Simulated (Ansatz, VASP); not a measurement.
# One calculation of Mg2Si, two programs

The input INCAR:

```
SYSTEM = Mg2Si
PREC = Accurate
ENCUT = 600
EDIFF = 1E-6
ISMEAR = 0
SIGMA = 0.01
LREAL = .False.
LASPH = .True.
NELM = 120
ALGO = Normal
ISIF = 2
LWAVE = .False.
LCHARG = .False.
GGA = PE
NBANDS = 11
GGA_COMPAT = .False.
```

The input KPOINTS:

```
Automatic mesh
0
Gamma
  6 6 6
  0 0 0
```

File POSCAR:

```
Mg2Si
1.0
    0.0000000000      3.1491884119      3.1491884119
    3.1491884119      0.0000000000      3.1491884119
    3.1491884119      3.1491884119      0.0000000000
Si Mg
1 2
Direct
    0.0000000000      0.0000000000      0.0000000000
    0.2500000000      0.2500000000      0.2500000000
    0.7500000000      0.7500000000      0.7500000000
```

Input for Ansatz:

```yaml
crystal:
  lattice:
    - [0.0, 3.1491884119, 3.1491884119]
    - [3.1491884119, 0.0, 3.1491884119]
    - [3.1491884119, 3.1491884119, 0.0]
  atoms:
    - { symbol: Si, position: [0.0, 0.0, 0.0] }
    - { symbol: Mg, position: [0.25, 0.25, 0.25] }
    - { symbol: Mg, position: [0.75, 0.75, 0.75] }
kpoints:
  mp_grid: { grid: [6, 6, 6] }
hamiltonian:
  xc: pbe
scf:
  occupations: { method: fixed }
  n_extra_bands: 4
output:
  forces: true
  stress: true
  eigenvalues: true
```

Alike in both runs: task single point; functional PBE; k mesh 6 × 6 × 6; no spin polarisation.

|  | VASP | Ansatz |
| --- | --- | --- |
| version | VASP 6.6.1 | Ansatz 0.2.0 |
| potentials or method | VASP PAW PBE potentials, release 64 (Si, Mg) | plane waves, PAW |
| plane-wave cutoff (eV) | 600 | 420 |
| occupations | gaussian, width 0.01 eV | fixed |
| valence electrons in the cell | 8 | 24 |

```csv
,VASP,Ansatz,Ansatz less VASP
gap on the k mesh at the Fermi level (eV),0.17,0.17,+0.002
pressure (GPa),1.7,1.8,+0.12
```

VASP's potentials hold 8 valence electrons a cell and Ansatz's 24, so a difference there can come from the potentials and not from the codes.
